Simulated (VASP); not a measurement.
Set up this calculation in VASP 6.6.1, as the native input.

```yaml
Task: single point
Functional: LDA
Potentials_or_basis: VASP PAW LDA potentials, release 64 (F)
Cutoff: 520 eV
k_mesh: 20 × 20 × 20
Occupations: fermi-dirac, width 0.1 eV
Spin: no spin polarisation
Dipole_correction: no
Further_INCAR_settings: ALGO = Normal; EDIFF = 1e-07; NBANDS = 10
```

The structure of F lies in POSCAR:

```
F
1.0
   -1.1359612939      1.1359612939      1.1359612939
    1.1359612939     -1.1359612939      1.1359612939
    1.1359612939      1.1359612939     -1.1359612939
F
1
Direct
    0.0000000000      0.0000000000      0.0000000000
```

These files were run (other wordings do the same):

INCAR

```
  ALGO = Normal
  EDIFF = 1E-7
  ENCUT = 520
  ISIF = 2
  ISMEAR = -1
  LASPH = T
  LCHARG = T
  LELF = T
  LREAL = F
  LVHAR = T
  LWAVE = F
  NBANDS = 10
  NELM = 100
  PREC = Accurate
  SIGMA = 0.1
```

KPOINTS

```
k-points
0
Gamma
  20 20 20
```

Potentials or basis: VASP PAW LDA potentials, release 64 (F).

Run with:

```console
$ cat potpaw_LDA.64/F/POTCAR > POTCAR
$ mpirun -np 1 vasp_std > vasp.out
```

It gave:

```
Pressure               : 92.8 GPa
Band gap on the k mesh : zero (an odd number of electrons rules out a gap without spin polarisation)
```

Caveat: the cell stands under pressure; an odd number of electrons without spin polarisation forces a metal; a magnetic or distorted state may lie lower.

Run time: 3.1 s on 1 thread of Intel(R) Xeon(R) 6975P-C (Granite Rapids) (shared host), peak memory 0.11 GiB.
